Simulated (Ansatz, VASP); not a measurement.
# Two plane-wave programs on Rh

```xyz
1
Lattice="0.0000 1.9260 1.7829 1.9260 0.0000 1.7829 1.9260 1.9260 0.0000" Properties=species:S:1:pos:R:3 pbc="T T T"
Rh    0.0000    0.0000    0.0000
```

Alike in both runs: task single point; functional LDA; k mesh 22 × 22 × 22; occupations gaussian, width 0.15 eV; no spin polarisation.

|  | VASP | Ansatz |
| --- | --- | --- |
| version | VASP 6.6.1 | Ansatz 0.2.0 |
| potentials or method | VASP PAW LDA potentials, release 64 (Rh_pv), cutoff 520 eV | scalar-relativistic, plane waves, PAW |
| valence electrons in the cell | 15 | 17 |

VASP gave:

```
gap on the k mesh at the Fermi level (eV)                     : none
pressure (GPa)                                                : 1.9
traceless stress, the component that is largest in VASP (GPa) : 12.79
```

What did Ansatz give for the same quantities?

gap on the k mesh at the Fermi level (eV): none; pressure (GPa): 1.0; traceless stress, the component that is largest in VASP (GPa): 12.83.

Ansatz warns that its potentials were made for another functional, while VASP's fit it. LDA's correlation is that of Perdew and Zunger in VASP and of Perdew and Wang (1992) in Ansatz. A gap of «none» marks a metal or a gap that the smearing closes. VASP's potentials hold 15 valence electrons a cell and Ansatz's 17, so a difference there can come from the potentials and not from the codes.
